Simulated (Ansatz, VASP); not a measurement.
## One calculation of ZnS, two programs

INCAR

```
SYSTEM = ZnS
ALGO     = Normal         ! electronic algorithm
EDIFF    = 1E-7           ! SCF threshold, eV
EDIFFG   = -0.002         ! ionic threshold
ENCUT    = 500            ! plane-wave cutoff, eV
GGA      = PE             ! functional
GGA_COMPAT= .False.      
IBRION   = 2              ! ionic algorithm
ISIF     = 3              ! what is computed and relaxed
ISMEAR   = 0              ! smearing method
LASPH    = .True.         ! aspherical terms in the spheres
LCHARG   = .False.        ! write CHGCAR
LREAL    = .False.        ! projectors in reciprocal space
LWAVE    = .False.        ! write WAVECAR
NELM     = 120            ! most SCF steps
NELMIN   = 4            
NSW      = 100            ! ionic steps
PREC     = Accurate       ! precision mode
SIGMA    = 0.02           ! smearing width, eV
```

File KPOINTS:

```
k-points
0
Gamma
  8 8 8
  0 0 0
```

File POSCAR:

```
ZnS
1.0
    0.0000000000      2.7050000000      2.7050000000
    2.7050000000      0.0000000000      2.7050000000
    2.7050000000      2.7050000000      0.0000000000
Zn S
1 1
Direct
    0.0000000000      0.0000000000      0.0000000000
    0.2500000000      0.2500000000      0.2500000000
```

Input for Ansatz:

```yaml
crystal:
  lattice:
    - [0.0, 2.705, 2.705]
    - [2.705, 0.0, 2.705]
    - [2.705, 2.705, 0.0]
  atoms:
    - { symbol: Zn, position: [0.0, 0.0, 0.0] }
    - { symbol: S, position: [0.25, 0.25, 0.25] }
basis:
  ecutwfc: 420
kpoints:
  mp_grid: { grid: [8, 8, 8] }
hamiltonian:
  xc: pbe
  pseudopotentials: { kind: paw, azcp: { folder: soft_1 } }
scf:
  occupations: { method: gaussian, width: 0.02 }
output:
  forces: true
  stress: true
  eigenvalues: true
  write_density: true
  write_potential: true
  elf: true
  volumetric_format: npy
relax:
  adjacent_minimum: "off"
  f_tol: 0.002
  max_steps: 80
  cell: { stress_tol: 0.02 }
```

Alike in both runs: task relaxation of cell and atoms; functional PBE; k mesh 8 × 8 × 8; occupations gaussian, width 0.02 eV; no spin polarisation.

|  | VASP | Ansatz |
| --- | --- | --- |
| version | VASP 6.6.1 | Ansatz 0.2.0 |
| potentials or method | VASP PAW PBE potentials, release 64 (Zn, S), cutoff 500 eV | scalar-relativistic, plane waves, PAW |
| valence electrons in the cell | 18 | 18 |

|  | VASP | Ansatz | Ansatz less VASP |
| --- | --- | --- | --- |
| gap on the k mesh at the Fermi level, each at its own relaxed structure (eV) | 2.01 | 2.01 | +0.001 |
| relaxed volume (Å³/atom) | 20.20 | 20.16 | -0.042 |
| relaxed cell length with the largest relative difference (Å) | 3.852 | 3.849 | -0.0026 |
